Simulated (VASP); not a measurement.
# GeMo2 (P6/mmm) in VASP: a series of runs

Runs on GeMo2. Level: PBE. Tasks: single point.

All numbers are computed with VASP 6.6.1; they aren't measurements. Logs are shortened: lines on timing, memory, paths and dates and some standing lists are left out, and cuts for length are marked.

### 1 The cell of the first run

The structure is hexagonal, space group P6/mmm (No. 191). Conventional cell: a = 3.605 Å, b = 3.605 Å, c = 4.281 Å, α = 90.00°, β = 90.00°, γ = 120.00°. Within 3.9 Å of Ge (site symmetry 6/mmm) lie 12 Mo at 2.99 Å and 6 Ge at 3.61 Å. Mo (site symmetry -6m2) has 3 Mo at 2.08 Å within 2.8 Å.

The cell was generated, and may not be a known phase.

### 2 Single point, PBE

Input file INCAR:

```
ALGO = Fast ; EDIFF = 1E-6
ENCUT = 520 ; GGA = PE
ISIF = 2 ; ISMEAR = 0
LASPH = True ; LCHARG = False
LREAL = False ; LWAVE = False
NBANDS = 28 ; NELM = 60
PREC = Accurate ; SIGMA = 0.1
```

Input file KPOINTS:

```
k-points
0
Gamma
  6 6 4
```

Input file POSCAR:

```
GeMo2
1.0
    3.6053342900      0.0000000000      0.0000000000
   -1.8026671500      3.1223110900      0.0000000000
    0.0000000000      0.0000000000      4.2807228100
Ge Mo
1 2
Direct
    0.0000000000      0.0000000000      0.0000000000
    0.3333333300      0.6666666700      0.5000000000
    0.6666666700      0.3333333300      0.5000000000
```

Potentials or basis: VASP PAW PBE potentials, release 64 (Ge_d, Mo_sv).

On the command line:

```console
$ cat potpaw_PBE.64/Ge_d/POTCAR potpaw_PBE.64/Mo_sv/POTCAR > POTCAR
$ mpirun -np 1 vasp_std > vasp.out
```

OUTCAR:

```text
EDIFF = 1E-6
   ENCUT = 520
   GGA = PE
   ISIF = 2
   ISMEAR = 0
   LASPH = True
   LREAL = False
   NELM = 60
   PREC = Accurate

 ion  position               nearest neighbor table
   1  0.000  0.000  0.000-   2 2.99   3 2.99   2 2.99   3 2.99   3 2.99   3 2.99   2 2.99   2 2.99
                             3 2.99   3 2.99   2 2.99   2 2.99
   2  0.333  0.667  0.500-   3 2.08   3 2.08   3 2.08   1 2.99   1 2.99   1 2.99   1 2.99   1 2.99
                             1 2.99
   3  0.667  0.333  0.500-   2 2.08   2 2.08   2 2.08   1 2.99   1 2.99   1 2.99   1 2.99   1 2.99
                             1 2.99

  LATTYP: Found a hexagonal cell.
 ALAT       =     3.6053342900
 C/A-ratio  =     1.1873303460

  Lattice vectors:

 A1 = (   3.6053342900,   0.0000000000,   0.0000000000)
 A2 = (  -1.8026671500,   3.1223110900,   0.0000000000)
 A3 = (   0.0000000000,   0.0000000000,   4.2807228100)

Analysis of symmetry for initial positions (statically):
=====================================================================
 Subroutine PRICEL returns:
 Original cell was already a primitive cell.

 Routine SETGRP: Setting up the symmetry group for a
 hexagonal supercell.

 Subroutine GETGRP returns: Found 24 space group operations
 (whereof 24 operations were pure point group operations)
 out of a pool of 24 trial point group operations.

The static configuration has the point symmetry D_6h.

Analysis of symmetry for dynamics (positions and initial velocities):
=====================================================================
 Subroutine PRICEL returns:
 Original cell was already a primitive cell.

 Routine SETGRP: Setting up the symmetry group for a
 hexagonal supercell.

 Subroutine GETGRP returns: Found 24 space group operations
 (whereof 24 operations were pure point group operations)
 out of a pool of 24 trial point group operations.

The dynamic configuration has the point symmetry D_6h.

 Subroutine INISYM returns: Found 24 space group operations
 (whereof 24 operations are pure point group operations),
 and found     1 'primitive' translations

----------------------------------------------------------------------------------------

                                     Primitive cell
[... 84 lines left out ...]
   LNONCOLLINEAR =      F non collinear calculations
   LSORBIT =      F    spin-orbit coupling
   LASPH  =      T    aspherical Exc in radial PAW
   ENCUT  =  520.0 eV  38.22 Ry    6.18 a.u.   6.70  6.70  7.96*2*pi/ulx,y,z
   NELM   =     60;   NELMIN=  2; NELMDL= -5     # of ELM steps
   EDIFF  = 0.1E-05   stopping-criterion for ELM
   LREAL  =      F    real-space projection
   EDIFFG = 0.1E-04   stopping-criterion for IOM
   NSW    =      0    number of steps for IOM
   IBRION =     -1    ionic relax: 0-MD 1-quasi-New 2-CG
   NFREE  =      0    steps in history (QN), initial steepest desc. (CG)
   ISIF   =      2    stress and relaxation
   ISYM   =      2    0-nonsym 1-usesym 2-fastsym
   POTIM  = 0.5000    time-step for ionic-motion
   TEBEG  =    0.0;   TEEND  =   0.0 temperature during run
   PSTRESS=    0.0 pullay stress
   NELECT =      42.0000    total number of electrons
   NUPDOWN=      -1.0000    fix difference up-down
   EMIN   =  10.00;   EMAX   =-10.00  energy-range for DOS
   EFERMI =   0.00;   METHOD = LEGACY
   ISMEAR =     0;   SIGMA  =   0.10  broadening in eV -4-tet -1-fermi 0-gaus
   EFERMI_NEDOS =   21; number of points for ismear=-14 and -15
   IALGO  =     68    algorithm
   IMIX   =      4    mixing-type and parameters
     AMIX     =   0.40;   BMIX     =  1.00
     AMIX_MAG =   1.60;   BMIX_MAG =  1.00
  volume/ion in A,a.u.               =      16.06       108.40
  Fermi-wavevector in a.u.,A,eV,Ry     =   1.563790  2.955134 33.272203  2.445438
  Thomas-Fermi vector in A             =   2.666509
   LORBIT       =      0    0 simple, 1 ext, 2 COOP (PROOUT), +10 PAW based schemes
   GGA     = PE    functional components
   LHFCALC =     F    Hartree Fock is set to
   AEXX    =    0.0000 exact exchange contribution
   IVDW    =     0    specifies the selected vdW correction
   LEPSILON=     F    determine dielectric tensor
   LRPA    =     F    only Hartree local field effects (RPA)
 non-spin polarized calculation
 RMM-DIIS sequential band-by-band and
 Gauss-broadening in eV      SIGMA  =   0.10
  energy-cutoff  :      520.00
  volume of cell :       48.19
 maximum number of plane-waves:      1332
 NGX is ok and might be reduce to    28
   NGX = 13   NGY = 13   NGZ = 15

 number of electron      41.9999987 magnetization

 Free energy of the ion-electron system (eV)
  ---------------------------------------------------
  ext. energy  EPLUGINS =         0.00000000
  ---------------------------------------------------
  free energy    TOTEN  =       -20.23717127 eV

  energy without entropy =      -20.23664981  energy(sigma->0) =      -20.23691054

 E-fermi :  10.9356     XC(G=0): -12.5410

 val. band max:       10.8097202915   @ k =   0.5000   0.0000   0.0000
 cond. band min:      11.0734754646   @ k =   0.0000   0.0000   0.5000
 fundamental gap:      0.2637551731
 Fermi energy:        10.9355973455

 k-point     1 :       0.0000    0.0000    0.0000
  band No.  band energies     occupation
      1     -51.1650      2.00000
      2     -48.7207      2.00000
      3     -26.8528      2.00000
      4     -26.8528      2.00000
      5     -24.7377      2.00000
      6     -23.0346      2.00000
[... 640 lines left out ...]
     27      15.0093      0.00000
     28      16.3949      0.00000

------------------------ aborting loop because EDIFF is reached ----------------------------------------

  FORCE on cell =-STRESS in cart. coord.  units (eV):
  Direction    XX          YY          ZZ          XY          YZ          ZX
  --------------------------------------------------------------------------------------
  -------------------------------------------------------------------------------------
  Total       26.0216733     26.0216734      2.4560932     -0.0000000      0.0000000      0.0000000
  in kB      865.1810229    865.1810261     81.6613599     -0.0000014      0.0000000      0.0000000
  external PRESSURE =     604.0078030 kB  Pullay stress =       0.0000000 kB

 VOLUME and BASIS-vectors are now :
 -----------------------------------------------------------------------------
  energy-cutoff  :      520.00
  volume of cell :       48.19
      direct lattice vectors                 reciprocal lattice vectors
     3.605334290  0.000000000  0.000000000     0.277366790  0.160137791  0.000000000
    -1.802667150  3.122311090  0.000000000     0.000000000  0.320275582  0.000000000
     0.000000000  0.000000000  4.280722810     0.000000000  0.000000000  0.233605408

 POSITION                                       TOTAL-FORCE (eV/Angst)
 -----------------------------------------------------------------------------------
      0.00000      0.00000      0.00000         0.000000      0.000000      0.000000
     -0.00000      2.08154      2.14036         0.000000     -0.000000      0.000000
      1.80267      1.04077      2.14036        -0.000000      0.000000     -0.000000
 -----------------------------------------------------------------------------------
    total drift:                               -0.000000      0.000000      0.000000

  FREE ENERGIE OF THE ION-ELECTRON SYSTEM (eV)
  ---------------------------------------------------
  free  energy   TOTEN  =       -20.2371712663 eV

  energy  without entropy=      -20.2366498051  energy(sigma->0) =      -20.23691054
```

OSZICAR:

```text
N       E                     dE             d eps       ncg     rms          rms(c)
DAV:   1     0.501135543490E+03    0.50114E+03   -0.24603E+04  1508   0.325E+03
DAV:   2     0.201994931745E+02   -0.48094E+03   -0.46809E+03  1256   0.780E+02
DAV:   3    -0.194111707896E+02   -0.39611E+02   -0.38606E+02  1352   0.152E+02
DAV:   4    -0.207097204296E+02   -0.12985E+01   -0.12914E+01  1380   0.283E+01
DAV:   5    -0.207306314032E+02   -0.20911E-01   -0.20909E-01  1324   0.412E+00    0.436E+01
RMM:   6    -0.203303413071E+02    0.40029E+00   -0.36687E-01  1517   0.426E+00    0.256E+01
RMM:   7    -0.202406724532E+02    0.89669E-01   -0.39183E-01  1529   0.437E+00    0.875E-01
RMM:   8    -0.202376336966E+02    0.30388E-02   -0.33935E-02  1653   0.162E+00    0.378E-01
RMM:   9    -0.202371053191E+02    0.52838E-03   -0.46679E-03  1716   0.583E-01    0.650E-02
RMM:  10    -0.202371526291E+02   -0.47310E-04   -0.76372E-04  1684   0.219E-01    0.294E-02
RMM:  11    -0.202371679303E+02   -0.15301E-04   -0.21572E-04  1766   0.107E-01    0.120E-02
RMM:  12    -0.202371705725E+02   -0.26423E-05   -0.34579E-05  1503   0.354E-02    0.291E-03
RMM:  13    -0.202371712663E+02   -0.69376E-06   -0.81301E-06  1198   0.162E-02
   1 F= -.20237171E+02 E0= -.20236911E+02  d E =-.521461E-03
```

stdout:

```text
POSCAR found type information on POSCAR GeMo
 POSCAR found :  2 types and       3 ions
 scaLAPACK will be used
 LDA part: xc-table for (Slater+PW92), standard interpolation
 POSCAR, INCAR and KPOINTS ok, starting setup
 FFT: planning ... GRIDC
 FFT: planning ... GRID_SOFT
 FFT: planning ... GRID
 WAVECAR not read
 entering main loop
WARNING in EDDRMM: call to ZHEGV failed, returncode =   8  4     20
```

Wall time 34 s (1 thread of Intel Xeon Platinum 8488C (Sapphire Rapids), shared host); peak memory 0.17 GiB.

What came out:

```
Free energy            : -20.2372 eV
Pressure               : 60.4 GPa
Band gap on the k mesh : zero (bands 21 and 22 overlap by 2.17 eV)
```

Levels at points of the mesh, in eV from the Fermi level:
| k point | band 19 | band 20 | band 21 | band 22 | band 23 | band 24 |
| --- | --- | --- | --- | --- | --- | --- |
| (0.00, 0.00, 0.00) | -1.64 | -1.64 | 0.72 | 0.72 | 1.96 | 1.96 |
| (0.50, 0.00, 0.00) | -4.33 | -1.03 | -0.13 | 0.42 | 0.80 | 4.36 |
| (0.00, 0.00, 0.50) | -1.14 | -1.14 | 0.14 | 0.14 | 0.75 | 0.75 |
| (0.50, 0.00, 0.50) | -1.51 | -0.88 | -0.61 | 0.18 | 1.06 | 2.73 |

Caveat: the k points lie up to 0.37 Å⁻¹ apart, too coarse for converged energies and pressures of a metal; atoms lie so close that the PAW spheres overlap strongly, which falsifies energies and pressures.

### 3 Single point, PBE

This run uses another cell than the first one, of 16.61 Å³/atom.

Input file INCAR:

```
SYSTEM = GeMo2
PREC = Accurate
ENCUT = 520
EDIFF = 1E-6
ISMEAR = 0
SIGMA = 0.1
LREAL = .False.
LASPH = .True.
NELM = 60
ALGO = Fast
ISIF = 2
LWAVE = .False.
LCHARG = .False.
GGA = PE
NBANDS = 28
```

Input file KPOINTS:

```
regular mesh
0
Gamma
  6 6 4
  0 0 0
```

Input file POSCAR:

```
GeMo2
1.0
    4.3440155099      0.0000000035      0.0000000000
   -2.1720077580      3.7620277843      0.0000000000
    0.0000000000      0.0000000000      3.0484750467
Ge Mo
1 2
Direct
    0.0000000000      0.0000000000      0.0000000000
    0.3333333333      0.6666666667      0.5000000000
    0.6666666667      0.3333333333      0.5000000000
```

Potentials or basis: VASP PAW PBE potentials, release 64 (Ge_d, Mo_sv).

On the command line:

```console
$ cat potpaw_PBE.64/Ge_d/POTCAR potpaw_PBE.64/Mo_sv/POTCAR > POTCAR
$ mpirun -np 1 vasp_std > vasp.out
```

Run time: 21 s. Hardware: 1 thread of Intel Xeon Platinum 8488C (Sapphire Rapids), shared host; peak memory 0.17 GiB.

Results (log left out):

```yaml
Free_energy: -24.5936 eV
Pressure: 0.4 GPa
Band_gap_on_the_k_mesh: zero (bands 21 and 22 overlap by 1.32 eV)
```

Stress tensor (GPa, compression positive):
```
0.56 0.00 0.00
0.00 0.56 0.00
0.00 0.00 0.15
```

Levels at points of the mesh, in eV from the Fermi level:
```csv
k point,band 17,band 18,band 19,band 20,band 21,band 22,band 23,band 24,band 25,band 26
"(0.00, 0.00, 0.00)",-3.69,-1.11,-0.73,-0.73,-0.44,-0.44,1.53,2.11,2.11,4.12
"(0.50, 0.00, 0.00)",-3.24,-2.35,-1.94,-0.93,-0.87,-0.83,1.52,2.06,2.81,2.95
"(0.00, 0.00, 0.50)",-3.29,-1.98,-1.98,-1.18,-1.18,-0.17,-0.17,1.74,3.99,4.36
"(0.50, 0.00, 0.50)",-3.54,-2.28,-1.94,-1.55,0.07,1.23,2.47,2.61,3.85,3.93
```

Caveat: the k points lie up to 0.52 Å⁻¹ apart, too coarse for converged energies and pressures of a metal.

The gap in the log of VASP goes by the Fermi energy; the results here count the filled bands.